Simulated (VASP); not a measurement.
A run of VASP 6.6.1 is set up as follows.

File INCAR:

```
  PREC = Accurate
  ENCUT = 520
  EDIFF = 1E-6
  ISMEAR = 0
  SIGMA = 0.01
  LREAL = False
  LASPH = True
  NELM = 100
  ALGO = Normal
  ISIF = 2
  LWAVE = False
  LCHARG = True
  GGA = PE
  LELF = True
  LVHAR = True
  NBANDS = 14
```

The input KPOINTS:

```
regular mesh
0
Gamma
  6 6 6
```

POSCAR

```
NaI
1.0
    0.0000000000      3.5447991555      3.5447991555
    3.5447991555      0.0000000000      3.5447991555
    3.5447991555      3.5447991555      0.0000000000
Na I
1 1
Direct
    0.0000000000      0.0000000000      0.0000000000
    0.2500000000      0.2500000000      0.2500000000
```

Potentials or basis: VASP PAW PBE potentials, release 64 (Na_pv, I).

Run with:

```console
$ cat potpaw_PBE.64/Na_pv/POTCAR potpaw_PBE.64/I/POTCAR > POTCAR
$ mpirun -np 1 vasp_std > vasp.out
```

**Question.** Estimate the pressure.

**Answer.** 0.4 GPa.

**Question.** Predict the band gap on the k mesh.

**Answer.** 3.82 eV, direct.

Caveat: spin-orbit coupling is left out, which moves the levels of the heavy elements.
